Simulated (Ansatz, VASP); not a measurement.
**AlN: VASP beside Ansatz**

File INCAR:

```
SYSTEM = AlN
ALGO = Normal
EDIFF = 1E-6
EDIFFG = -0.015
ENCUT = 600
GGA = PE
IBRION = 2
ISIF = 3
ISMEAR = 0
LASPH = .TRUE.
LCHARG = .FALSE.
LREAL = Auto
LWAVE = .FALSE.
NELM = 60
NSW = 80
PREC = Accurate
SIGMA = 0.02
```

Contents of KPOINTS:

```
k-points
0
G
  6 6 6
  0 0 0
```

File POSCAR:

```
AlN
1.0
    0.0000000000      0.0000000000     -5.0180433218
    3.1302084199     -5.4216800216      0.0000000000
   -6.2604168398      0.0000000000      0.0000000000
Al N
8 8
Direct
    0.5007657741      0.3333333333      0.1666666667
    0.5007657741      0.8333333333      0.1666666667
    0.5007657741      0.3333333333      0.6666666667
    0.5007657741      0.8333333333      0.6666666667
    0.0007657741      0.1666666667      0.3333333333
    0.0007657741      0.6666666667      0.3333333333
    0.0007657741      0.1666666667      0.8333333333
    0.0007657741      0.6666666667      0.8333333333
    0.1192342259      0.3333333333      0.1666666667
    0.1192342259      0.8333333333      0.1666666667
    0.1192342259      0.3333333333      0.6666666667
    0.1192342259      0.8333333333      0.6666666667
    0.6192342259      0.1666666667      0.3333333333
    0.6192342259      0.6666666667      0.3333333333
    0.6192342259      0.1666666667      0.8333333333
    0.6192342259      0.6666666667      0.8333333333
```

Input for Ansatz:

```yaml
crystal:
  lattice:
    - [0.0, 0.0, -5.0180433218]
    - [3.1302084199, -5.4216800216, 0.0]
    - [-6.2604168398, 0.0, 0.0]
  atoms:
    - { symbol: Al, position: [0.5007657741, 0.3333333333, 0.1666666667] }
    - { symbol: Al, position: [0.5007657741, 0.8333333333, 0.1666666667] }
    - { symbol: Al, position: [0.5007657741, 0.3333333333, 0.6666666667] }
    - { symbol: Al, position: [0.5007657741, 0.8333333333, 0.6666666667] }
    - { symbol: Al, position: [0.0007657741, 0.1666666667, 0.3333333333] }
    - { symbol: Al, position: [0.0007657741, 0.6666666667, 0.3333333333] }
    - { symbol: Al, position: [0.0007657741, 0.1666666667, 0.8333333333] }
    - { symbol: Al, position: [0.0007657741, 0.6666666667, 0.8333333333] }
    - { symbol: "N", position: [0.1192342259, 0.3333333333, 0.1666666667] }
    - { symbol: "N", position: [0.1192342259, 0.8333333333, 0.1666666667] }
    - { symbol: "N", position: [0.1192342259, 0.3333333333, 0.6666666667] }
    - { symbol: "N", position: [0.1192342259, 0.8333333333, 0.6666666667] }
    - { symbol: "N", position: [0.6192342259, 0.1666666667, 0.3333333333] }
    - { symbol: "N", position: [0.6192342259, 0.6666666667, 0.3333333333] }
    - { symbol: "N", position: [0.6192342259, 0.1666666667, 0.8333333333] }
    - { symbol: "N", position: [0.6192342259, 0.6666666667, 0.8333333333] }
basis:
  ecutwfc: 420
kpoints:
  mp_grid: { grid: [6, 6, 6] }
hamiltonian:
  xc: pbe
scf:
  occupations: { method: gaussian, width: 0.02 }
output:
  forces: true
  stress: true
  eigenvalues: true
relax:
  adjacent_minimum: "off"
  f_tol: 0.015
  max_steps: 60
  cell: { stress_tol: 0.15 }
```

Alike in both runs: task relaxation of cell and atoms; functional PBE; k mesh 6 × 6 × 6; occupations gaussian, width 0.02 eV; no spin polarisation.

|  | VASP | Ansatz |
| --- | --- | --- |
| version | VASP 6.6.1 | Ansatz 0.2.0 |
| potentials or method | VASP PAW PBE potentials, release 64 (Al, N), cutoff 600 eV | scalar-relativistic, plane waves, PAW |
| valence electrons in the cell | 64 | 64 |

Ansatz gave:

| Item | Value |
| --- | --- |
| gap on the k mesh at the Fermi level, each at its own relaxed structure (eV) | 4.03 |
| relaxed volume (Å³/atom) | 10.65 |
| relaxed length of the cell vector where the two differ most in proportion (Å) | 6.260 |

**Question.** Estimate VASP's values.

**Answer.** gap on the k mesh at the Fermi level, each at its own relaxed structure (eV): 4.06; relaxed volume (Å³/atom): 10.62; relaxed length of the cell vector where the two differ most in proportion (Å): 6.256.
